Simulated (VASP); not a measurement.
Runs of VASP 6.6.1 on PbF2. The structure is that of space group I4/mmm (No. 139), or close to it. The cells are those of the table. 

```csv
cell,gap on the mesh (eV),pressure (GPa)
"a = 4.083, b = 4.083, c = 4.715 Å, angles 54.7, 54.7, 70.5°, 3 atoms",2.92,0.6
"a = 4.677, b = 4.677, c = 3.669 Å, angles 66.9, 66.9, 46.2°, 3 atoms",2.40,-2.3
"a = 4.463, b = 4.463, c = 3.848 Å, angles 64.5, 64.5, 51.1°, 3 atoms",(b),-0.1
"a = 4.366, b = 4.366, c = 3.952 Å, angles 63.1, 63.1, 53.8°, 3 atoms",3.62,0.9
"a = 4.173, b = 4.173, c = 4.258 Å, angles 59.3, 59.3, 61.3°, 3 atoms",4.26,1.9
"a = 4.092, b = 4.092, c = 4.563 Å, angles 56.1, 56.1, 67.8°, 3 atoms",3.50,0.8
"a = 4.149, b = 4.149, c = 4.318 Å, angles 58.6, 58.6, 62.7°, 3 atoms",4.12,(a)
"a = 4.582, b = 4.582, c = 3.742 Å, angles 65.9, 65.9, 48.2°, 3 atoms",2.71,-1.5
```

Alike in all rows: task single point; level PBE; potentials or basis VASP PAW PBE potentials, release 64 (Pb_d, F); no spin polarisation; k mesh 8 × 8 × 8; cutoff (eV) 520; smearing gaussian 0.05 eV.

Question: Fill in the values left out.

Answer: (a) 1.8; (b) 3.18.

Caveats: spin-orbit coupling is left out, which moves the levels of the heavy elements.

A k mesh can miss the band edges, and the runs leave out spin-orbit coupling on Pb.
